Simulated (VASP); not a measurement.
Here is a VASP 6.6.1 calculation.

The input INCAR:

```
SYSTEM = Ta
PREC = Accurate
ENCUT = 520
EDIFF = 1E-7
ISMEAR = -1
SIGMA = 0.05
LREAL = .False.
LASPH = .True.
NELM = 60
ALGO = Normal
ISIF = 2
LWAVE = .False.
LCHARG = .False.
GGA = PS
NBANDS = 12
```

KPOINTS

```
Automatic mesh
0
Gamma
  15 15 15
  0 0 0
```

POSCAR

```
Ta
1.0
   -1.6175709496      1.6175709496      1.6175709496
    1.6175709496     -1.6175709496      1.6175709496
    1.6175709496      1.6175709496     -1.6175709496
Ta
1
Direct
    0.0000000000      0.0000000000      0.0000000000
```

Potentials or basis: VASP PAW PBE potentials, release 64 (Ta_pv).

The run is started by

```sh
$ cat potpaw_PBE.64/Ta_pv/POTCAR > POTCAR
$ mpirun -np 1 vasp_std > vasp.out
```

Predict the pressure.

9.6 GPa.

Caveat: the PAW data sets were made with another functional, which shifts forces and pressure a little.
